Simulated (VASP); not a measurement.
# Cd4S3 (P-43m) in VASP: a series of runs, part 2 of 2

VASP 6.6.1. The steps go on from the part before.

## Step 4: Relaxation of cell and atoms, PBE

This run uses another cell than the first one, of 25.09 Å³/atom, 1.033 times its volume.

Contents of INCAR:

```
SYSTEM = Cd4S3
  ALGO = Normal
  EDIFF = 1E-7
  EDIFFG = -0.08
  ENCUT = 600
  GGA = PE
  IBRION = 2
  ISIF = 3
  ISMEAR = 0
  LASPH = .TRUE.
  LCHARG = .FALSE.
  LREAL = .FALSE.
  LWAVE = .FALSE.
  NELM = 80
  NSW = 36
  PREC = Accurate
  SIGMA = 0.2
```

Contents of KPOINTS:

```
k-points
0
G
  3 3 3
  0 0 0
```

Contents of POSCAR:

```
Cd4S3
1.0
    5.6000000000      0.0000000000      0.0000000000
    0.0000000000      5.6000000000      0.0000000000
    0.0000000000      0.0000000000      5.6000000000
Cd S
4 3
Direct
    0.7700000000      0.7700000000      0.2300000000
    0.7700000000      0.2300000000      0.7700000000
    0.2300000000      0.7700000000      0.7700000000
    0.2300000000      0.2300000000      0.2300000000
    0.5000000000      0.0000000000      0.5000000000
    0.0000000000      0.5000000000      0.5000000000
    0.5000000000      0.5000000000      0.0000000000
```

Potentials or basis: VASP PAW PBE potentials, release 64 (Cd, S).

The run is started by

```bash
> cat potpaw_PBE.64/Cd/POTCAR potpaw_PBE.64/S/POTCAR > POTCAR
> mpirun -np 1 vasp_std > vasp.out
```

OUTCAR:

```text
SYSTEM = Cd4S3
   EDIFF = 1E-7
   EDIFFG = -0.08
   ENCUT = 600
   GGA = PE
   IBRION = 2
   ISIF = 3
   ISMEAR = 0
   LASPH = .TRUE.
   LREAL = .FALSE.
   NELM = 80
   NSW = 36
   PREC = Accurate

 ion  position               nearest neighbor table
   1  0.770  0.770  0.230-   5 2.50   6 2.50   7 2.50   2 3.64   3 3.64   4 3.64
   2  0.770  0.230  0.770-   5 2.50   6 2.50   7 2.50   1 3.64   3 3.64   4 3.64
   3  0.230  0.770  0.770-   5 2.50   6 2.50   7 2.50   1 3.64   2 3.64   4 3.64
   4  0.230  0.230  0.230-   5 2.50   6 2.50   7 2.50   1 3.64   2 3.64   3 3.64
   5  0.500  0.000  0.500-   1 2.50   2 2.50   3 2.50   4 2.50
   6  0.000  0.500  0.500-   1 2.50   2 2.50   3 2.50   4 2.50
   7  0.500  0.500  0.000-   1 2.50   2 2.50   3 2.50   4 2.50

  LATTYP: Found a simple cubic cell.
 ALAT       =     5.6000000000

  Lattice vectors:

 A1 = (   5.6000000000,   0.0000000000,   0.0000000000)
 A2 = (   0.0000000000,   5.6000000000,   0.0000000000)
 A3 = (   0.0000000000,   0.0000000000,   5.6000000000)

Analysis of symmetry for initial positions (statically):
=====================================================================
 Subroutine PRICEL returns:
 Original cell was already a primitive cell.

 Routine SETGRP: Setting up the symmetry group for a
 simple cubic supercell.

 Subroutine GETGRP returns: Found 24 space group operations
 (whereof 24 operations were pure point group operations)
 out of a pool of 48 trial point group operations.

The static configuration has the point symmetry T_d .

Analysis of symmetry for dynamics (positions and initial velocities):
=====================================================================
 Subroutine PRICEL returns:
 Original cell was already a primitive cell.

 Routine SETGRP: Setting up the symmetry group for a
 simple cubic supercell.

 Subroutine GETGRP returns: Found 24 space group operations
 (whereof 24 operations were pure point group operations)
 out of a pool of 48 trial point group operations.

The dynamic configuration has the point symmetry T_d .

 Subroutine INISYM returns: Found 24 space group operations
 (whereof 24 operations are pure point group operations),
 and found     1 'primitive' translations

----------------------------------------------------------------------------------------

                                     Primitive cell

  volume of cell :     175.6160

  direct lattice vectors                    reciprocal lattice vectors
     5.600000000  0.000000000  0.000000000     0.178571429  0.000000000  0.000000000
     0.000000000  5.600000000  0.000000000     0.000000000  0.178571429  0.000000000
     0.000000000  0.000000000  5.600000000     0.000000000  0.000000000  0.178571429

  length of vectors
     5.600000000  5.600000000  5.600000000     0.178571429  0.178571429  0.178571429

  position of ions in fractional coordinates (direct lattice)
     0.770000000  0.770000000  0.230000000
     0.770000000  0.230000000  0.770000000
     0.230000000  0.770000000  0.770000000
     0.230000000  0.230000000  0.230000000
     0.500000000  0.000000000  0.500000000
     0.000000000  0.500000000  0.500000000
     0.500000000  0.500000000  0.000000000

  ion indices of the primitive-cell ions
   primitive index   ion index
                 1           1
                 2           2
                 3           3
                 4           4
                 5           5
                 6           6
                 7           7

----------------------------------------------------------------------------------------

 KPOINTS: k-points

Automatic generation of k-mesh.
 Grid dimensions read from file:
 generate k-points for:    3    3    3

 Generating k-lattice:

  Cartesian coordinates                     Fractional coordinates (reciprocal lattice)
     0.059523810  0.000000000  0.000000000     0.333333333  0.000000000  0.000000000
     0.000000000  0.059523810  0.000000000     0.000000000  0.333333333  0.000000000
     0.000000000  0.000000000  0.059523810     0.000000000  0.000000000  0.333333333

  Length of vectors
     0.059523810  0.059523810  0.059523810

  Shift w.r.t. Gamma in fractional coordinates (k-lattice)
     0.000000000  0.000000000  0.000000000

 Subroutine IBZKPT returns following result:
 ===========================================

 Found      4 irreducible k-points:

 Following reciprocal coordinates:
            Coordinates               Weight
  0.000000  0.000000  0.000000      1.000000
  0.333333  0.000000  0.000000      6.000000
  0.333333  0.333333  0.000000     12.000000
  0.333333  0.333333  0.333333      8.000000
   k-points           NKPTS =      4   k-points in BZ     NKDIM =      4   number of bands    NBANDS=     39
   number of dos      NEDOS =    301   number of ions     NIONS =      7
   total plane-waves  NPLWV = 110592
   dimension x,y,z NGX =    48 NGY =   48 NGZ =   48
   dimension x,y,z NGXF=    96 NGYF=   96 NGZF=   96
   ions per type =               4   3
   NGX,Y,Z   is equivalent  to a cutoff of  14.25, 14.25, 14.25 a.u.
   NGXF,Y,Z  is equivalent  to a cutoff of  28.50, 28.50, 28.50 a.u.
 SYSTEM =  Cd4S3
   PREC   = accura    normal or accurate (medium, high low for compatibility)
   ISTART =      0    job   : 0-new  1-cont  2-samecut
   ICHARG =      2    charge: 1-file 2-atom 10-const
   ISPIN  =      1    spin polarized calculation?
   LNONCOLLINEAR =      F non collinear calculations
   LSORBIT =      F    spin-orbit coupling
   LASPH  =      T    aspherical Exc in radial PAW
   ENCUT  =  600.0 eV  44.10 Ry    6.64 a.u.  11.18 11.18 11.18*2*pi/ulx,y,z
   NELM   =     80;   NELMIN=  2; NELMDL= -5     # of ELM steps
   EDIFF  = 0.1E-06   stopping-criterion for ELM
   LREAL  =      F    real-space projection
   EDIFFG = -.8E-01   stopping-criterion for IOM
   NSW    =     36    number of steps for IOM
   IBRION =      2    ionic relax: 0-MD 1-quasi-New 2-CG
   NFREE  =      1    steps in history (QN), initial steepest desc. (CG)
   ISIF   =      3    stress and relaxation
   ISYM   =      2    0-nonsym 1-usesym 2-fastsym
   POTIM  = 0.5000    time-step for ionic-motion
   TEBEG  =    0.0;   TEEND  =   0.0 temperature during run
   PSTRESS=    0.0 pullay stress
   NELECT =      66.0000    total number of electrons
   NUPDOWN=      -1.0000    fix difference up-down
   EMIN   =  10.00;   EMAX   =-10.00  energy-range for DOS
   EFERMI =   0.00;   METHOD = LEGACY
   ISMEAR =     0;   SIGMA  =   0.20  broadening in eV -4-tet -1-fermi 0-gaus
   EFERMI_NEDOS =   21; number of points for ismear=-14 and -15
   IALGO  =     38    algorithm
   IMIX   =      4    mixing-type and parameters
     AMIX     =   0.40;   BMIX     =  1.00
     AMIX_MAG =   1.60;   BMIX_MAG =  1.00
  volume/ion in A,a.u.               =      25.09       169.30
  Fermi-wavevector in a.u.,A,eV,Ry     =   1.181412  2.232545 18.990124  1.395735
  Thomas-Fermi vector in A             =   2.317686
   LORBIT       =      0    0 simple, 1 ext, 2 COOP (PROOUT), +10 PAW based schemes
   GGA     = PE    functional components
   LHFCALC =     F    Hartree Fock is set to
   AEXX    =    0.0000 exact exchange contribution
   IVDW    =     0    specifies the selected vdW correction
   LEPSILON=     F    determine dielectric tensor
   LRPA    =     F    only Hartree local field effects (RPA)
 conjugate gradient relaxation of ions
 non-spin polarized calculation
 Gauss-broadening in eV      SIGMA  =   0.20
  energy-cutoff  :      600.00
  volume of cell :      175.62
 maximum number of plane-waves:      5888
 NGX is ok and might be reduce to    48
   NGX = 23   NGY = 23   NGZ = 23

--------------------------------------- Ionic step        1  -------------------------------------------

 number of electron      66.0000019 magnetization

 Free energy of the ion-electron system (eV)
  ---------------------------------------------------
  ext. energy  EPLUGINS =         0.00000000
  ---------------------------------------------------
  free energy    TOTEN  =       -17.71256209 eV

  energy without entropy =      -17.71256202  energy(sigma->0) =      -17.71256205

------------------------ aborting loop because EDIFF is reached ----------------------------------------

  FORCE on cell =-STRESS in cart. coord.  units (eV):
  Direction    XX          YY          ZZ          XY          YZ          ZX
  --------------------------------------------------------------------------------------
  -------------------------------------------------------------------------------------
  Total        3.8343344      3.8343344      3.8343344      0.0000000      0.0000000      0.0000000
  in kB       34.9813434     34.9813434     34.9813434      0.0000000      0.0000000      0.0000000
  external PRESSURE =      34.9813434 kB  Pullay stress =       0.0000000 kB
[... 190 lines left out ...]
  energy  without entropy=      -17.9375355254  energy(sigma->0) =      -17.93753555

--------------------------------------- Ionic step        6  -------------------------------------------

 number of electron      65.9999991 magnetization

 Free energy of the ion-electron system (eV)
  ---------------------------------------------------
  ext. energy  EPLUGINS =         0.00000000
  ---------------------------------------------------
  free energy    TOTEN  =       -17.98211544 eV

  energy without entropy =      -17.98211543  energy(sigma->0) =      -17.98211543

 E-fermi :   2.0304     XC(G=0):  -9.3848

 val. band max:        1.1937064920   @ k =   0.3333   0.3333   0.0000
 cond. band min:       2.8499749994   @ k =   0.3333   0.0000   0.0000
 fundamental gap:      1.6562685074
 Fermi energy:         2.0303581073

 k-point     1 :       0.0000    0.0000    0.0000
  band No.  band energies     occupation
      1     -10.9176      2.00000
      2     -10.3716      2.00000
      3     -10.3716      2.00000
      4      -6.5967      2.00000
      5      -6.5967      2.00000
      6      -6.5967      2.00000
[... 191 lines left out ...]
  FREE ENERGIE OF THE ION-ELECTRON SYSTEM (eV)
  ---------------------------------------------------
  free  energy   TOTEN  =       -17.9821154351 eV

  energy  without entropy=      -17.9821154325  energy(sigma->0) =      -17.98211543

 reached required accuracy - stopping structural energy minimisation
```

Wall time 2 min (1 thread of Intel Xeon 6975P-C (Granite Rapids), shared host); peak memory 0.34 GiB.

What came out:

- Free energy: -17.9821 eV
- Relaxed volume: 24.96 Å³/atom
- Relaxed cell: a = 5.591 Å, b = 5.591 Å, c = 5.591 Å, α = 90.00°, β = 90.00°, γ = 90.00°
- Space group after relaxing (to 0.05 Å): P-43m (No. 215)
- Energy gained by relaxing: 38.5 meV/atom
- Ionic steps: 6
- Pressure after relaxing: 0.1 GPa
- Largest force after relaxing: 0.016 eV/Å
- Band gap on the k mesh: 1.66 eV, indirect (least direct gap 1.96 eV)

Forces in eV/Å, atoms in the order of the input:
```
Cd   0.009  0.009 -0.009
Cd   0.009 -0.009  0.009
Cd  -0.009  0.009  0.009
Cd  -0.009 -0.009 -0.009
S    0.000  0.000  0.000
S    0.000  0.000  0.000
S    0.000  0.000  0.000
```

The path:
| step | energy change (eV) | largest force (eV/Å) | pressure (GPa) | volume (Å³) |
| --- | --- | --- | --- | --- |
| 1 | 0.0000 | 0.7717 | 3.50 | 175.62 |
| 2 | -0.1487 | 0.1574 | -1.31 | 189.91 |
| 3 | -0.1591 | 0.2748 | -0.45 | 186.80 |
| 4 | -0.1777 | 0.2556 | -0.42 | 185.57 |
| 5 | -0.2250 | 0.1929 | -0.30 | 181.92 |
| 6 | -0.2696 | 0.0159 | 0.06 | 174.75 |

Final structure:
```cif
data_structure
_symmetry_space_group_name_H-M 'P 1'
_symmetry_Int_Tables_number 1
_cell_length_a 5.5908
_cell_length_b 5.5908
_cell_length_c 5.5908
_cell_angle_alpha 90.000
_cell_angle_beta 90.000
_cell_angle_gamma 90.000
_cell_volume 174.75
loop_
_atom_site_label
_atom_site_type_symbol
_atom_site_fract_x
_atom_site_fract_y
_atom_site_fract_z
_atom_site_occupancy
Cd1 Cd 0.78774 0.78774 0.21226 1
Cd2 Cd 0.78774 0.21226 0.78774 1
Cd3 Cd 0.21226 0.78774 0.78774 1
Cd4 Cd 0.21226 0.21226 0.21226 1
S1 S 0.50000 0.00000 0.50000 1
S2 S 0.00000 0.50000 0.50000 1
S3 S 0.50000 0.50000 0.00000 1
```

Levels at points of the mesh, in eV from the valence-band top:
```
           k point  band 29  band 30  band 31  band 32  band 33  band 34  band 35  band 36  band 37  band 38
(0.00, 0.00, 0.00)    -1.57    -1.57    -0.44    -0.44    -0.44     3.10     3.10     3.97     3.97     3.97
```

Caveat: the relaxation stopped at a loose force limit of 0.08 eV/Å, so its end isn't a converged minimum. A k mesh can miss the band edges.

## Step 5: The runs side by side

```csv
task,cell,cutoff (eV),gap on the mesh (eV),pressure (GPa),largest force (eV/Å)
single point,"a = 5.540 Å, 7 atoms",520,1.73,0.9,0.04
single point,"a = 5.568 Å, 7 atoms",520,1.69,0.5,-
relaxation of cell and atoms,"relaxed from a = 5.600 Å, 7 atoms",600,1.66,0.1,0.02
```

Alike in all rows: level PBE; potentials or basis VASP PAW PBE potentials, release 64 (Cd, S); no spin polarisation; k mesh 3 × 3 × 3; smearing gaussian 0.2 eV.

Caveats: the relaxation stopped at a loose force limit of 0.08 eV/Å, so its end isn't a converged minimum (some runs).

Total energies depend on the potentials used, so only differences within one code and one set of settings carry meaning.
